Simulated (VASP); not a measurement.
# TiSi2 (Immm) in VASP: single point with LDA

Aim: the single point of TiSi2 with LDA.

Program: VASP 6.6.1. These are calculated values, not measurements. Logs are shortened: lines on timing, memory, paths and dates and some standing lists are left out, and cuts for length are marked.

### 1 The cell of the first run

The structure is orthorhombic, space group Immm (No. 71). Conventional cell: a = 2.946 Å, b = 3.424 Å, c = 8.424 Å, α = 90.00°, β = 90.00°, γ = 90.00°. Within 3.5 Å of Ti (site symmetry mmm) lie 10 Si at 2.67 to 2.78 Å and 4 Ti at 2.95 to 3.42 Å. Within 3.5 Å of Si (site symmetry mm2) lie 9 Si at 2.63 to 3.42 Å and 5 Ti at 2.67 to 2.78 Å.

### 2 Single point, LDA

File INCAR:

```
PREC = Accurate
ENCUT = 500
EDIFF = 1E-6
ISMEAR = 0
SIGMA = 0.05
LREAL = F
LASPH = T
NELM = 120
ALGO = Normal
ISIF = 2
LWAVE = F
LCHARG = F
GGA = CA
NBANDS = 17
GGA_COMPAT = F
```

File KPOINTS:

```
regular mesh
0
Gamma
  13 13 13
```

File POSCAR:

```
TiSi2
1.0
   -1.4728720000      1.7121300000      4.2120830000
    1.4728720000     -1.7121300000      4.2120830000
    1.4728720000      1.7121300000     -4.2120830000
Ti Si
1 2
Direct
    0.0000000000      0.0000000000      0.0000000000
    0.3299220000      0.3299220000      0.0000000000
    0.6700780000      0.6700780000      0.0000000000
```

Potentials or basis: VASP PAW LDA potentials, release 64 (Ti_sv, Si).

Command:

```sh
> cat potpaw_LDA.64/Ti_sv/POTCAR potpaw_LDA.64/Si/POTCAR > POTCAR
> mpirun -np 1 vasp_std > vasp.out
```

OUTCAR:

```text
PREC = Accurate
   ENCUT = 500
   EDIFF = 1E-6
   ISMEAR = 0
   LREAL = F
   LASPH = T
   NELM = 120
   ISIF = 2
   GGA = CA

 ion  position               nearest neighbor table
   1  0.000  0.000  0.000-   3 2.67   3 2.67   3 2.67   2 2.67   3 2.67   2 2.67   2 2.67   2 2.67
                             2 2.78   3 2.78
   2  0.330  0.330  0.000-   3 2.63   3 2.63   3 2.63   3 2.63   1 2.67   1 2.67   1 2.67   1 2.67
                             1 2.78   3 2.87
   3  0.670  0.670  0.000-   2 2.63   2 2.63   2 2.63   2 2.63   1 2.67   1 2.67   1 2.67   1 2.67
                             1 2.78   2 2.87

  LATTYP: Found a body centered orthorhombic cell.
 ALAT       =     2.9457440000
 B/A-ratio  =     1.1624431723
 C/A-ratio  =     2.8597753233

  Lattice vectors:

 A1 = (  -1.4728720000,   1.7121300000,   4.2120830000)
 A2 = (   1.4728720000,  -1.7121300000,   4.2120830000)
 A3 = (   1.4728720000,   1.7121300000,  -4.2120830000)

Analysis of symmetry for initial positions (statically):
=====================================================================
 Subroutine PRICEL returns:
 Original cell was already a primitive cell.

 Routine SETGRP: Setting up the symmetry group for a
 body centered orthorhombic supercell.

 Subroutine GETGRP returns: Found  8 space group operations
 (whereof  8 operations were pure point group operations)
 out of a pool of  8 trial point group operations.

The static configuration has the point symmetry D_2h.

Analysis of symmetry for dynamics (positions and initial velocities):
=====================================================================
 Subroutine PRICEL returns:
 Original cell was already a primitive cell.

 Routine SETGRP: Setting up the symmetry group for a
 body centered orthorhombic supercell.

 Subroutine GETGRP returns: Found  8 space group operations
 (whereof  8 operations were pure point group operations)
 out of a pool of  8 trial point group operations.

The dynamic configuration has the point symmetry D_2h.

 Subroutine INISYM returns: Found  8 space group operations
 (whereof  8 operations are pure point group operations),
 and found     1 'primitive' translations

----------------------------------------------------------------------------------------

                                     Primitive cell

  volume of cell :      42.4873

  direct lattice vectors                    reciprocal lattice vectors
    -1.472872000  1.712130000  4.212083000     0.000000000  0.292033899  0.118706113
     1.472872000 -1.712130000  4.212083000     0.339472812  0.000000000  0.118706113
     1.472872000  1.712130000 -4.212083000     0.339472812  0.292033899  0.000000000

  length of vectors
     4.779370698  4.779370698  4.779370698     0.315237909  0.359628880  0.447800836

  position of ions in fractional coordinates (direct lattice)
     0.000000000  0.000000000  0.000000000
     0.329922000  0.329922000  0.000000000
     0.670078000  0.670078000  0.000000000

  ion indices of the primitive-cell ions
   primitive index   ion index
                 1           1
                 2           2
                 3           3

----------------------------------------------------------------------------------------

 KPOINTS: regular mesh

Automatic generation of k-mesh.
 Grid dimensions read from file:
 generate k-points for:   13   13   13

 Generating k-lattice:

  Cartesian coordinates                     Fractional coordinates (reciprocal lattice)
     0.000000000  0.022464146  0.009131239     0.076923077  0.000000000 -0.000000000
     0.026113293  0.000000000  0.009131239     0.000000000  0.076923077  0.000000000
     0.026113293  0.022464146  0.000000000    -0.000000000  0.000000000  0.076923077

  Length of vectors
     0.024249070  0.027663760  0.034446218

  Shift w.r.t. Gamma in fractional coordinates (k-lattice)
     0.000000000  0.000000000  0.000000000

 Subroutine IBZKPT returns following result:
 ===========================================

 Found    343 irreducible k-points:

 Following reciprocal coordinates:
            Coordinates               Weight
  0.000000  0.000000  0.000000      1.000000
  0.076923  0.000000  0.000000      4.000000
  0.153846  0.000000  0.000000      4.000000
  0.230769  0.000000  0.000000      4.000000
  0.307692  0.000000  0.000000      4.000000
  0.384615  0.000000  0.000000      4.000000
[... 16 lines left out ...]
  0.153846  0.153846  0.000000      8.000000
  0.230769  0.153846  0.000000      8.000000
 [... further k-points ...]
   k-points           NKPTS =    343   k-points in BZ     NKDIM =    343   number of bands    NBANDS=     17
   number of dos      NEDOS =    301   number of ions     NIONS =      3
   total plane-waves  NPLWV =  46656
   dimension x,y,z NGX =    36 NGY =   36 NGZ =   36
   dimension x,y,z NGXF=    72 NGYF=   72 NGZF=   72
   ions per type =               1   2
   NGX,Y,Z   is equivalent  to a cutoff of  12.52, 12.52, 12.52 a.u.
   NGXF,Y,Z  is equivalent  to a cutoff of  25.04, 25.04, 25.04 a.u.
 SYSTEM =  unknown system
   PREC   = accura    normal or accurate (medium, high low for compatibility)
   ISTART =      0    job   : 0-new  1-cont  2-samecut
   ICHARG =      2    charge: 1-file 2-atom 10-const
   ISPIN  =      1    spin polarized calculation?
   LNONCOLLINEAR =      F non collinear calculations
   LSORBIT =      F    spin-orbit coupling
   LASPH  =      T    aspherical Exc in radial PAW
   ENCUT  =  500.0 eV  36.75 Ry    6.06 a.u.   8.71  8.71  8.71*2*pi/ulx,y,z
   NELM   =    120;   NELMIN=  2; NELMDL= -5     # of ELM steps
   EDIFF  = 0.1E-05   stopping-criterion for ELM
   LREAL  =      F    real-space projection
   EDIFFG = 0.1E-04   stopping-criterion for IOM
   NSW    =      0    number of steps for IOM
   IBRION =     -1    ionic relax: 0-MD 1-quasi-New 2-CG
   NFREE  =      0    steps in history (QN), initial steepest desc. (CG)
   ISIF   =      2    stress and relaxation
   ISYM   =      2    0-nonsym 1-usesym 2-fastsym
   POTIM  = 0.5000    time-step for ionic-motion
   TEBEG  =    0.0;   TEEND  =   0.0 temperature during run
   PSTRESS=    0.0 pullay stress
   NELECT =      20.0000    total number of electrons
   NUPDOWN=      -1.0000    fix difference up-down
   EMIN   =  10.00;   EMAX   =-10.00  energy-range for DOS
   EFERMI =   0.00;   METHOD = LEGACY
   ISMEAR =     0;   SIGMA  =   0.05  broadening in eV -4-tet -1-fermi 0-gaus
   EFERMI_NEDOS =   21; number of points for ismear=-14 and -15
   IALGO  =     38    algorithm
   IMIX   =      4    mixing-type and parameters
     AMIX     =   0.40;   BMIX     =  1.00
     AMIX_MAG =   1.60;   BMIX_MAG =  1.00
  volume/ion in A,a.u.               =      14.16        95.57
  Fermi-wavevector in a.u.,A,eV,Ry     =   1.273499  2.406564 22.065925  1.621800
  Thomas-Fermi vector in A             =   2.406319
   LORBIT       =      0    0 simple, 1 ext, 2 COOP (PROOUT), +10 PAW based schemes
   GGA     = CA    functional components
   LHFCALC =     F    Hartree Fock is set to
   AEXX    =    0.0000 exact exchange contribution
   IVDW    =     0    specifies the selected vdW correction
   LEPSILON=     F    determine dielectric tensor
   LRPA    =     F    only Hartree local field effects (RPA)
 non-spin polarized calculation
 Gauss-broadening in eV      SIGMA  =   0.05
  energy-cutoff  :      500.00
  volume of cell :       42.49
 maximum number of plane-waves:      1113
   NGX = 17   NGY = 17   NGZ = 17

 number of electron      19.9999998 magnetization

 Free energy of the ion-electron system (eV)
  ---------------------------------------------------
  ext. energy  EPLUGINS =         0.00000000
  ---------------------------------------------------
  free energy    TOTEN  =       -21.90878300 eV

  energy without entropy =      -21.90676431  energy(sigma->0) =      -21.90777365

 E-fermi :   9.8727     XC(G=0): -11.8471

 val. band max:        9.8677533379   @ k =   0.3077   0.1538   0.0769
 cond. band min:       9.8777423041   @ k =  -0.3077  -0.4615   0.0769
 fundamental gap:      0.0099889662
 Fermi energy:         9.8726940952

 k-point     1 :       0.0000    0.0000    0.0000
  band No.  band energies     occupation
      1     -45.6850      2.00000
      2     -22.4054      2.00000
      3     -22.3824      2.00000
      4     -22.1216      2.00000
      5      -2.6041      2.00000
      6       5.1924      2.00000
[... 9 lines left out ...]
     16      15.3117      0.00000
     17      15.7039      0.00000

 k-point     2 :       0.0769    0.0000    0.0000
  band No.  band energies     occupation
      1     -45.6846      2.00000
      2     -22.4049      2.00000
      3     -22.3880      2.00000
      4     -22.1212      2.00000
      5      -2.5177      2.00000
      6       4.9474      2.00000
[... 9 lines left out ...]
     16      15.2334      0.00000
     17      15.8114      0.00000

 k-point     3 :       0.1538    0.0000    0.0000
  band No.  band energies     occupation
      1     -45.6835      2.00000
      2     -22.4042      2.00000
      3     -22.4032      2.00000
      4     -22.1201      2.00000
      5      -2.2612      2.00000
      6       4.4804      2.00000
[... 9 lines left out ...]
     16      15.5141      0.00000
     17      16.1101      0.00000

 k-point     4 :       0.2308    0.0000    0.0000
  band No.  band energies     occupation
      1     -45.6820      2.00000
      2     -22.4258      2.00000
      3     -22.4019      2.00000
      4     -22.1185      2.00000
      5      -1.8422      2.00000
      6       3.8433      2.00000
[... 9 lines left out ...]
     16      16.5354      0.00000
     17      17.0612      0.00000

 k-point     5 :       0.3077    0.0000    0.0000
  band No.  band energies     occupation
      1     -45.6804      2.00000
      2     -22.4492      2.00000
      3     -22.4001      2.00000
      4     -22.1169      2.00000
      5      -1.2735      2.00000
      6       3.0194      2.00000
[... 9 lines left out ...]
     16      16.9873      0.00000
     17      17.6967      0.00000

 k-point     6 :       0.3846    0.0000    0.0000
  band No.  band energies     occupation
      1     -45.6791      2.00000
      2     -22.4684      2.00000
      3     -22.3985      2.00000
      4     -22.1155      2.00000
      5      -0.5731      2.00000
      6       2.0933      2.00000
[... 9 lines left out ...]
     16      17.2027      0.00000
     17      17.2826      0.00000

 k-point     7 :       0.4615   -0.0000    0.0000
  band No.  band energies     occupation
      1     -45.6783      2.00000
      2     -22.4793      2.00000
      3     -22.3977      2.00000
      4     -22.1147      2.00000
      5       0.2285      2.00000
      6       1.1639      2.00000
[... 9 lines left out ...]
     16      16.7493      0.00000
     17      16.9179      0.00000

 k-point     8 :      -0.0000    0.0769    0.0000
  band No.  band energies     occupation
      1     -45.6828      2.00000
      2     -22.4031      2.00000
      3     -22.3801      2.00000
      4     -22.1421      2.00000
      5      -2.4911      2.00000
      6       5.0093      2.00000
[... 9 lines left out ...]
     16      14.3409      0.00000
     17      15.7762      0.00000
[... 203 lines left out ...]
      1     -45.6813      2.00000
      2     -22.4014      2.00000
      3     -22.4007      2.00000
      4     -22.1404      2.00000
      5      -2.1934      2.00000
      6       4.9411      2.00000
[... 9 lines left out ...]
     16      15.5168      0.00000
     17      16.3736      0.00000

 k-point    20 :      -0.0769    0.0769    0.0000
  band No.  band energies     occupation
      1     -45.6824      2.00000
      2     -22.4023      2.00000
      3     -22.3857      2.00000
      4     -22.1416      2.00000
      5      -2.4274      2.00000
      6       5.3411      2.00000
[... 9 lines left out ...]
     16      14.4477      0.00000
     17      15.9002      0.00000

 k-point    21 :       0.0000    0.1538    0.0000
  band No.  band energies     occupation
      1     -45.6766      2.00000
      2     -22.3967      2.00000
      3     -22.3738      2.00000
      4     -22.1986      2.00000
      5      -2.1553      2.00000
      6       4.8092      2.00000
[... 9 lines left out ...]
     16      14.9596      0.00000
     17      14.9966      0.00000

 k-point    22 :       0.0769    0.1538   -0.0000
  band No.  band energies     occupation
      1     -45.6762      2.00000
      2     -22.3967      2.00000
      3     -22.3794      2.00000
      4     -22.1981      2.00000
      5      -2.0289      2.00000
      6       4.3962      2.00000
[... 9 lines left out ...]
     16      15.1140      0.00000
     17      15.3709      0.00000

 k-point    23 :       0.1538    0.1538    0.0000
  band No.  band energies     occupation
      1     -45.6752      2.00000
      2     -22.3963      2.00000
      3     -22.3942      2.00000
      4     -22.1966      2.00000
      5      -1.7402      2.00000
      6       4.0173      2.00000
[... 9 lines left out ...]
     16      15.4634      0.00000
     17      16.1745      0.00000

 k-point    24 :       0.2308    0.1538    0.0000
  band No.  band energies     occupation
      1     -45.6737      2.00000
      2     -22.4162      2.00000
      3     -22.3941      2.00000
      4     -22.1946      2.00000
      5      -1.2991      2.00000
      6       3.6016      2.00000
[... 9 lines left out ...]
     16      15.7355      0.00000
     17      17.4237      0.00000

 [... further k-points ...]

------------------------ aborting loop because EDIFF is reached ----------------------------------------

  FORCE on cell =-STRESS in cart. coord.  units (eV):
  Direction    XX          YY          ZZ          XY          YZ          ZX
  --------------------------------------------------------------------------------------
  -------------------------------------------------------------------------------------
  Total       -1.4816710     -1.8036354     -1.8471980     -0.0000000      0.0000000      0.0000000
  in kB      -55.8732205    -68.0143699    -69.6570983     -0.0000000      0.0000000      0.0000000
  external PRESSURE =     -64.5148962 kB  Pullay stress =       0.0000000 kB

 VOLUME and BASIS-vectors are now :
 -----------------------------------------------------------------------------
  energy-cutoff  :      500.00
  volume of cell :       42.49
      direct lattice vectors                 reciprocal lattice vectors
    -1.472872000  1.712130000  4.212083000     0.000000000  0.292033899  0.118706113
     1.472872000 -1.712130000  4.212083000     0.339472812  0.000000000  0.118706113
     1.472872000  1.712130000 -4.212083000     0.339472812  0.292033899  0.000000000

 POSITION                                       TOTAL-FORCE (eV/Angst)
 -----------------------------------------------------------------------------------
      0.00000      0.00000      0.00000        -0.000000      0.000000     -0.000000
      0.00000      0.00000      2.77932         0.000000      0.000000      0.112562
      0.00000      0.00000      5.64485        -0.000000     -0.000000     -0.112562
 -----------------------------------------------------------------------------------
    total drift:                               -0.000000      0.000000     -0.000000

  FREE ENERGIE OF THE ION-ELECTRON SYSTEM (eV)
  ---------------------------------------------------
  free  energy   TOTEN  =       -21.9087829988 eV

  energy  without entropy=      -21.9067643066  energy(sigma->0) =      -21.90777365
```

Wall time 8 min (1 thread of Intel Xeon 8259CL, shared host); peak memory 0.35 GiB.

What came out:

| Quantity | Value |
| --- | --- |
| Free energy | -21.9088 eV |
| Pressure | -6.5 GPa |
| Largest force | 0.113 eV/Å |
| Band gap on the k mesh | zero (bands 10 and 11 overlap by 2.36 eV) |

Forces on the atoms (eV/Å):
```
Ti   0.000  0.000  0.000
Si   0.000  0.000  0.113
Si   0.000  0.000 -0.113
```

Caveat: the cell stands under tension.
